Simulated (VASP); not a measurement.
## HfS2: single point with PBE+D3(BJ)

System: HfS2, a slab with vacuum.

```
S Hf
1.0
     3.61789    0.00000    0.00000
    -1.80895    3.13319    0.00000
     0.00000    0.00000   31.82565
S Hf
2 1
Direct
  0.66667 0.33333 0.45426
  0.33333 0.66667 0.54574
  0.00000 0.00000 0.50000
```

```yaml
Program: VASP 6.6.1
Task: single point
Functional: PBE
Dispersion: D3(BJ)
Potentials_or_basis: VASP PAW PBE potentials, release 64 (S, Hf_pv)
Cutoff: 400 eV
k_mesh: 12 × 12 × 1
Occupations: gaussian, width 0.02 eV
Spin: non-collinear spin, zero start, spin-orbit coupling
Starting_moments: "[[0.0, 0.0, 0.0], [0.0, 0.0, 0.0], [0.0, 0.0, 0.0]] μB"
Dipole_correction: yes
Further_INCAR_settings: ALGO = Normal; EDIFF = 1e-06; NBANDS = 35; NELMDL = -8
```

```yaml
Largest_force: 0.061 eV/Å
Net_moment: 0.00 μB per cell
Valence_electrons_inside_the_program's_atomic_spheres: S 3.77; Hf 8.32
Dispersion_energy_per_atom: -0.228 eV
```

Forces in eV/Å, atoms in the order of the input:
```
S    0.000  0.000  0.061
S    0.000  0.000 -0.061
Hf   0.000  0.000  0.000
```

Moments on the atoms (μB; x, y, z):
```
S   0.00 0.00 0.00
S   0.00 0.00 0.00
Hf  0.00 0.00 0.00
```

Wall time 12 min on 1 thread of Intel(R) Xeon(R) Platinum 8488C (Sapphire Rapids), on a shared host, peak memory 0.89 GiB.
